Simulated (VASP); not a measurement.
Runs of VASP 6.6.1 on Rh. The structure is that of space group P6_3/mmc (No. 194), or close to it. The cells are those of the table. 

| task | level | potentials or basis | cell | cutoff (eV) | gap on the mesh (eV) | pressure (GPa) | relaxed volume (Å³/atom) |
| --- | --- | --- | --- | --- | --- | --- | --- |
| single point | PBEsol+D3(BJ) | VASP PAW PBE potentials, release 64 (Rh_pv) | a = 2.663, b = 2.663, c = 4.306 Å, angles 90.0, 90.0, 120.0°, 2 atoms | 520 | none | -0.1 | - |
| relaxation of cell and atoms | LDA | VASP PAW LDA potentials, release 64 (Rh_pv) | relaxed from a = 2.731, b = 2.731, c = 4.428 Å, angles 90.0, 90.0, 120.0°, 2 atoms | 600 | none | 0.1 | 13.30 |
| single point | LDA | VASP PAW LDA potentials, release 64 (Rh_pv) | a = 2.667, b = 2.667, c = 4.309 Å, angles 90.0, 90.0, 120.0°, 2 atoms | 520 | none | 0.9 | - |
| single point | PBEsol | VASP PAW PBE potentials, release 64 (Rh_pv) | a = 2.686, b = 2.686, c = 4.338 Å, angles 90.0, 90.0, 120.0°, 2 atoms | 520 | none | -0.1 | - |
| relaxation of cell and atoms | PBEsol | VASP PAW PBE potentials, release 64 (Rh_pv) | relaxed from a = 2.731, b = 2.731, c = 4.428 Å, angles 90.0, 90.0, 120.0°, 2 atoms | 600 | none | 0.0 | 13.54 |
| relaxation of cell and atoms | PBEsol+D3(BJ) | VASP PAW PBE potentials, release 64 (Rh_pv) | relaxed from a = 2.731, b = 2.731, c = 4.428 Å, angles 90.0, 90.0, 120.0°, 2 atoms | 600 | none | 0.0 | (a) |

Alike in all rows: no spin polarisation; k mesh 14 × 14 × 8; smearing methfessel-paxton 0.1 eV.

Q: Estimate the missing entries.

A: (a) 13.21.

Caveats: the PAW data sets were made with another functional, which shifts forces and pressure a little (some runs); pairwise dispersion overbinds metals, which lowers pressure and volume (some runs).

A k mesh can miss the band edges, and the runs leave out spin-orbit coupling on Rh.

A gap of «none» marks levels without a gap at the run's occupations.
